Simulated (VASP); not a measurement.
## BeSe: dielectric tensor with r2SCAN

BeSe:

```
Be Se
1.0
     0.00000    2.58104    2.58104
     2.58104    0.00000    2.58104
     2.58104    2.58104    0.00000
Be Se
1 1
Direct
  0.00000 0.00000 0.00000
  0.25000 0.25000 0.25000
```

```
Program                : VASP 6.6.1
Task                   : dielectric tensor
Functional             : r2SCAN
Potentials or basis    : VASP PAW PBE potentials, release 64 (Be, Se)
Cutoff                 : 580 eV
k mesh                 : 8 × 8 × 8
Occupations            : gaussian, width 0.01 eV
Spin                   : no spin polarisation
Dipole correction      : no
Further INCAR settings : ALGO = Normal; EDIFF = 1e-08
```

```
Band gap on the k mesh                  : 3.12 eV (least direct gap 5.04 eV)
Electronic dielectric tensor (diagonal) : 5.55
Born charges (mean of the diagonal)     : Be +1.62; Se -1.62 e
```

Levels at points of the mesh, in eV from the valence-band top:
```
           k point  band 1  band 2  band 3  band 4  band 5  band 6  band 7  band 8
(0.00, 0.00, 0.00)  -14.26    0.00    0.00    0.00    5.04    5.59    5.59    5.59
(0.50, 0.00, 0.00)  -12.87   -5.80   -1.08   -1.08    4.91    6.55    6.55   10.77
(0.50, 0.50, 0.00)  -12.39   -5.18   -2.68   -2.68    3.12    4.68   12.67   12.67
```

Electronic dielectric tensor:
```
5.55 0.00 0.00
0.00 5.55 0.00
0.00 0.00 5.55
```

Born effective charge tensors (e):
atom 1, Be
```
1.62 0.00 0.00
0.00 1.62 0.00
0.00 0.00 1.62
```
atom 2, Se
```
-1.62  0.00  0.00
 0.00 -1.62  0.00
 0.00  0.00 -1.62
```

Dipole moments of the cell (e·Å, modulo the quantum): ionic 7.743, 7.743, 7.743; electronic 0.006, 0.006, 0.015

Wall time 22 min on 1 thread of Intel(R) Xeon(R) 6975P-C (Granite Rapids), on a shared host, peak memory 0.38 GiB.

 A k mesh can miss the band edges.
